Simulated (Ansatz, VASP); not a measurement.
## PbSe: VASP beside Ansatz

INCAR

```
SYSTEM = PbSe
AGGAC = 1.0
AGGAX = 1.0
ALDAC = 0.0
ALDAX = 1.0
ALGO = Normal
EDIFF = 1E-7
EDIFFG = -0.005
ENCUT = 600
GGA = B5
IBRION = 2
ISIF = 3
ISMEAR = -1
IVDW = 13
LASPH = .True.
LCHARG = .False.
LREAL = .False.
LWAVE = .False.
NELM = 100
NSW = 80
PREC = Accurate
SIGMA = 0.05
VDW_A1 = 0.44488865
VDW_A2 = 4.0933009
VDW_S6 = 1.0
VDW_S8 = 2.34076671
```

File KPOINTS:

```
k-points
0
Gamma
  8 8 8
  0 0 0
```

File POSCAR:

```
PbSe
1.0
    0.0000000000      3.0606500000      3.0606500000
    3.0606500000      0.0000000000      3.0606500000
    3.0606500000      3.0606500000      0.0000000000
Pb Se
1 1
Direct
    0.0000000000      0.0000000000      0.0000000000
    0.5000000000      0.5000000000      0.5000000000
```

The input input.yaml:

```yaml
crystal:
  lattice:
    - [0.0, 3.06065, 3.06065]
    - [3.06065, 0.0, 3.06065]
    - [3.06065, 3.06065, 0.0]
  atoms:
    - { symbol: Pb, position: [0.0, 0.0, 0.0] }
    - { symbol: Se, position: [0.5, 0.5, 0.5] }
kpoints:
  mp_grid: { grid: [8, 8, 8] }
scf:
  occupations: { method: fermi_dirac, width: 0.05 }
hamiltonian:
  xc: blyp
  dispersion: d4
  pseudopotentials: { kind: all_electron, lapw: { basis_error: 0.001 } }
output:
  forces: true
  stress: true
relax:
  f_tol: 0.005
  max_steps: 60
  cell: {}
```

Alike in both runs: task relaxation of cell and atoms; functional BLYP; dispersion D4; k mesh 8 × 8 × 8; occupations fermi-dirac, width 0.05 eV; no spin polarisation.

```csv
,VASP,Ansatz
version,VASP 6.6.1,Ansatz 0.2.0
potentials or method,"VASP PAW PBE potentials, release 64 (Pb_d, Se), cutoff 600 eV","all-electron LAPW, scalar-relativistic"
```

```csv
,VASP,Ansatz,Ansatz less VASP
relaxed volume (Å³/atom),31.72,31.71,-0.011
relaxed cell length with the largest relative difference (Å),4.477,4.476,-0.0005
```

VASP's potentials were made for PBE, not for BLYP. Ansatz ran all-electron here, and VASP with PAW potentials.

Neither program's run includes spin-orbit coupling.
